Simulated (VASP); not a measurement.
Here is a VASP 6.6.1 calculation.

File INCAR:

```
PREC = Accurate
ENCUT = 520
EDIFF = 1E-7
ISMEAR = 0
SIGMA = 0.02
LREAL = F
LASPH = T
NELM = 80
ALGO = Normal
ISIF = 2
LWAVE = F
LCHARG = F
GGA = PE
IVDW = 12
NBANDS = 22
```

KPOINTS

```
regular mesh
0
Gamma
  6 6 6
```

File POSCAR:

```
H3C2
1.0
    3.4102702078     -3.1485297874      0.0867181675
    3.4102702078      3.1485297874      0.0867181675
   -0.6458932525      0.0000000000      4.0627684623
H C
6 4
Direct
    0.2615159441      0.2615159441      0.5382748837
    0.7384840559      0.7384840559      0.4617251163
    0.2192911585      0.5016627136      0.2229402094
    0.4983372864      0.7807088415      0.7770597906
    0.7807088415      0.4983372864      0.7770597906
    0.5016627136      0.2192911585      0.2229402094
    0.0808781260      0.0808781260      0.0818756802
    0.9191218740      0.9191218740      0.9181243198
    0.2750938967      0.2750938967      0.2752818601
    0.7249061033      0.7249061033      0.7247181399
```

Potentials or basis: VASP PAW PBE potentials, release 64 (H, C).

Run with:

```bash
$ cat potpaw_PBE.64/H/POTCAR potpaw_PBE.64/C/POTCAR > POTCAR
$ mpirun -np 1 vasp_std > vasp.out
```

Task: Estimate the pressure.

Result: 0.5 GPa.

Task: Predict the largest force.

Result: 0.064 eV/Å.

Forces on the atoms (eV/Å):
```
H    0.000  0.000  0.018
H    0.000  0.000 -0.018
H    0.011  0.014 -0.003
H   -0.011  0.014  0.003
H   -0.011 -0.014  0.003
H    0.011 -0.014 -0.003
C    0.052  0.000  0.037
C   -0.052  0.000 -0.037
C   -0.008  0.000 -0.001
C    0.008  0.000  0.001
```
